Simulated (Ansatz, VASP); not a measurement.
# AlFe3: VASP beside Ansatz

File INCAR:

```
SYSTEM = AlFe3
ALGO = Normal ; EDIFF = 1E-7
ENCUT = 520 ; GGA = PS
ISIF = 2 ; ISMEAR = -1
ISPIN = 2 ; LASPH = .True.
LCHARG = .False. ; LMAXMIX = 4
LORBIT = 11 ; LREAL = .False.
LWAVE = .False. ; MAGMOM = 0 4.5 4.5 4.5
NBANDS = 26 ; NELM = 150
PREC = Accurate ; SIGMA = 0.1
```

File KPOINTS:

```
k-points
0
Gamma
  3 3 3
  0 0 0
```

POSCAR

```
AlFe3
1.0
    3.6392911100      0.0000000000      0.0000000000
    0.0000000000      3.6392911100      0.0000000000
    0.0000000000      0.0000000000      3.6392911100
Al Fe
1 3
Direct
    0.0000000000      0.0000000000      0.0000000000
    0.0000000000      0.5000000000      0.5000000000
    0.5000000000      0.0000000000      0.5000000000
    0.5000000000      0.5000000000      0.0000000000
```

Input for Ansatz:

```yaml
crystal:
  lattice:
    - [3.63929111, 0.0, 0.0]
    - [0.0, 3.63929111, 0.0]
    - [0.0, 0.0, 3.63929111]
  atoms:
    - { symbol: Al, position: [0.0, 0.0, 0.0], spin: 0.0 }
    - { symbol: Fe, position: [0.0, 0.5, 0.5], spin: 4.5 }
    - { symbol: Fe, position: [0.5, 0.0, 0.5], spin: 4.5 }
    - { symbol: Fe, position: [0.5, 0.5, 0.0], spin: 4.5 }
kpoints:
  mp_grid:
    grid: [3, 3, 3]
hamiltonian:
  xc: pbesol
magnetization:
  spin_polarized: true
scf:
  occupations:
    method: fermi_dirac
    width: 0.1
```

Alike in both runs: task single point; functional PBEsol; k mesh 3 × 3 × 3; occupations fermi-dirac, width 0.1 eV; collinear spin.

```csv
,VASP,Ansatz
version,VASP 6.6.1,Ansatz 0.2.0
potentials or method,"VASP PAW PBE potentials, release 64 (Al, Fe)","plane waves, PAW"
plane-wave cutoff (eV),520,420
valence electrons in the cell,27,51
```

Ansatz gave:

```
net moment per atom (μB)                                      : 1.49
size of the moment on the site where the two differ most (μB) : 0.09
```

**Question.** Estimate VASP's values.

**Answer.** net moment per atom (μB): 1.50; size of the moment on the site where the two differ most (μB): 0.07.

VASP's potentials were made for PBE, not for PBEsol. Site moments also hang on the region over which each program counts them. VASP's potentials hold 27 valence electrons a cell and Ansatz's 51, so a difference there can come from the potentials and not from the codes. Ansatz's warnings: given moment on shells.

The k mesh is coarse, so the values compare programs but aren't converged.
